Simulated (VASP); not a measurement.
Set up this calculation in VASP 6.6.1, as the native input.

```yaml
Task: single point
Functional: PBE
Potentials_or_basis: VASP PAW PBE potentials, release 64 (Mg, O)
Cutoff: 520 eV
k_mesh: 9 × 9 × 6
Occupations: gaussian, width 0.02 eV
Spin: no spin polarisation
Dipole_correction: no
Further_INCAR_settings: ALGO = Normal; EDIFF = 1e-07; NBANDS = 16
```

The structure of MgO lies in POSCAR:

```
MgO
1.0
    3.2851617235      0.0000000000      0.0000000000
   -1.6425808618      2.8450335081      0.0000000000
    0.0000000000      0.0000000000      4.9487987594
Mg O
2 2
Direct
    0.3333333300      0.6666666700      0.0021597400
    0.6666666700      0.3333333300      0.5021597400
    0.3333333300      0.6666666700      0.4024402600
    0.6666666700      0.3333333300      0.9024402600
```

This cell differs from its parent crystal: strained.

These files were run (other wordings do the same):

INCAR

```
SYSTEM = MgO
PREC = Accurate ; ENCUT = 520
EDIFF = 1E-7 ; ISMEAR = 0
SIGMA = 0.02 ; LREAL = .False.
LASPH = .True. ; NELM = 100
ALGO = Normal ; ISIF = 2
LWAVE = .False. ; LCHARG = .True.
GGA = PE ; LELF = .True.
LVHAR = .True. ; NBANDS = 16
```

KPOINTS

```
regular mesh
0
Gamma
  9 9 6
  0 0 0
```

Potentials or basis: VASP PAW PBE potentials, release 64 (Mg, O).

Launch:

```bash
$ cat potpaw_PBE.64/Mg/POTCAR potpaw_PBE.64/O/POTCAR > POTCAR
$ mpirun -np 1 vasp_std > vasp.out
```

Results of the run:

* Pressure: 5.7 GPa
* Largest force: 0.012 eV/Å
* Band gap on the k mesh: 3.58 eV

Caveat: the cell differs from its parent crystal (strained); the cell stands under pressure; an odd mesh through Γ misses points on the zone boundary, where band edges can lie.

Run time: 24 s on 1 thread of Intel(R) Xeon(R) Platinum 8259CL CPU @ 2.50GHz (Skylake/Cascade Lake) (shared host), peak memory 0.17 GiB.
